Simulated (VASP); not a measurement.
Wanted: the native input for a VASP 6.6.1 run.

```
Task                   : single point
Functional             : PBEsol
Potentials or basis    : VASP PAW PBE potentials, release 64 (Mg, S)
Cutoff                 : 520 eV
k mesh                 : 8 × 8 × 8
Occupations            : gaussian, width 0.05 eV
Spin                   : no spin polarisation
Dipole correction      : no
Further INCAR settings : ALGO = Normal; EDIFF = 1e-07; NBANDS = 11
```

The structure of MgS lies in POSCAR:

```
MgS
1.0
    0.0000000000      2.6016500000      2.6016500000
    2.6016500000      0.0000000000      2.6016500000
    2.6016500000      2.6016500000      0.0000000000
Mg S
1 1
Direct
   -0.0509609369      0.0000000000      0.0000000000
    0.5000000000      0.5000000000      0.5000000000
```

This cell differs from its parent crystal: all Mg atoms moved +0.188 Å, as atom 1 towards its neighbour atom 1 (Mg) at 3.679 Å.

One way to write it, as run:

INCAR

```
  PREC = Accurate
  ENCUT = 520
  EDIFF = 1E-7
  ISMEAR = 0
  SIGMA = 0.05
  LREAL = F
  LASPH = T
  NELM = 100
  ALGO = Normal
  ISIF = 2
  LWAVE = F
  LCHARG = F
  GGA = PS
  NBANDS = 11
```

KPOINTS

```
Automatic mesh
0
Gamma
  8 8 8
```

Potentials or basis: VASP PAW PBE potentials, release 64 (Mg, S).

Command:

```sh
$ cat potpaw_PBE.64/Mg/POTCAR potpaw_PBE.64/S/POTCAR > POTCAR
$ mpirun -np 1 vasp_std > vasp.out
```

Results of the run:

| Quantity | Value |
| --- | --- |
| Pressure | 0.0 GPa |
| Largest force | 0.552 eV/Å |
| Band gap on the k mesh | 2.71 eV, indirect (least direct gap 3.59 eV) |

Caveat: the cell differs from its parent crystal (all Mg atoms moved +0.188 Å, as atom 1 towards its neighbour atom 1 (Mg) at 3.679 Å); the PAW data sets were made with another functional, which shifts forces and pressure a little.

Run time: 32 s on 1 thread of Intel Xeon 6975P-C, on a shared host, peak memory 0.18 GiB.
